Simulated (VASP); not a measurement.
A run of VASP 6.6.1 is set up as follows.

The input INCAR:

```
SYSTEM = Si
PREC     = Accurate       ! precision mode
ENCUT    = 520            ! plane-wave cutoff, eV
EDIFF    = 1E-6           ! SCF threshold, eV
ISMEAR   = 0              ! smearing method
SIGMA    = 0.03           ! smearing width, eV
LREAL    = .FALSE.        ! projectors in reciprocal space
LASPH    = .TRUE.         ! aspherical terms in the spheres
NELM     = 80             ! most SCF steps
ALGO     = Fast           ! electronic algorithm
ISIF     = 2              ! what is computed and relaxed
LWAVE    = .FALSE.        ! write WAVECAR
LCHARG   = .FALSE.        ! write CHGCAR
NBANDS   = 16             ! bands
```

The input KPOINTS:

```
Automatic mesh
0
G
  10 10 10
  0 0 0
```

The input POSCAR:

```
Si
1.0
   -3.3010168807      3.3010168807      1.9082539665
    3.3010168807     -3.3010168807      1.9082539665
    3.3010168807      3.3010168807     -1.9082539665
Si
4
Direct
    0.1600948902      0.1631242597      0.3546615057
    0.8338463707      0.8368757403      0.6392797553
    0.1818748071      0.8211545624      0.0030293695
    0.8241839319      0.1788454376      0.0030293695
```

Potentials or basis: VASP PAW LDA potentials, release 64 (Si).

The run is started by

```sh
$ cat potpaw_LDA.64/Si/POTCAR > POTCAR
$ mpirun -np 1 vasp_std > vasp.out
```

Q: What does it give for the band gap on the k mesh?

A: Zero (bands 8 and 9 overlap by 0.02 eV).

Q: What does it give for the largest force?

A: 1.620 eV/Å.

Stress tensor (GPa, compression positive):
```
 0.28  0.23 -1.78
 0.23  0.49 -1.78
-1.78 -1.78  0.59
```

Caveat: the cell differs from its parent crystal (atoms displaced along several vibrational modes); semilocal functionals underestimate gaps, and a narrow one can read as zero; forces of over 1 eV/Å act on the atoms, so gaps and moduli don't describe the material at rest.
